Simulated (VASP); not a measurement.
Here is a VASP 6.6.1 calculation.

Contents of INCAR:

```
SYSTEM = Al2Pt
  PREC = Accurate
  ENCUT = 520
  EDIFF = 1E-6
  ISMEAR = 0
  SIGMA = 0.1
  LREAL = .False.
  LASPH = .True.
  NELM = 100
  ALGO = Fast
  ISIF = 2
  LWAVE = .False.
  LCHARG = .False.
  GGA = PS
  NBANDS = 25
```

The input KPOINTS:

```
Automatic mesh
0
Gamma
  8 8 6
  0 0 0
```

POSCAR

```
Al2Pt
1.0
    2.9308881742      2.9308881742      0.0000000000
   -2.9308881742      2.9308881742      0.0000000000
    0.0000000000      0.0000000000      5.9849623079
Al Pt
4 2
Direct
    0.0000000000      0.5000000000      0.7500000000
    0.5000000000      0.0000000000      0.7500000000
    0.5000000000      0.0000000000      0.2500000000
    0.0000000000      0.5000000000      0.2500000000
    0.0000000000      0.0000000000      0.0000000000
    0.5000000000      0.5000000000      0.5000000000
```

Potentials or basis: VASP PAW PBE potentials, release 64 (Al, Pt).

The run is started by

```console
$ cat potpaw_PBE.64/Al/POTCAR potpaw_PBE.64/Pt/POTCAR > POTCAR
$ mpirun -np 1 vasp_std > vasp.out
```

Estimate the pressure.

-0.4 GPa.

Predict the band gap on the k mesh.

zero (bands 16 and 17 overlap by 4.59 eV).

Stress tensor (GPa, compression positive):
```
-0.02  0.00  0.00
 0.00 -0.02  0.00
 0.00  0.00 -1.23
```

Caveat: the cell differs from its parent crystal (uniaxial strain along c: +1.5 %, then relaxed in part); the PAW data sets were made with another functional, which shifts forces and pressure a little; spin-orbit coupling is left out, which moves the levels of the heavy elements.
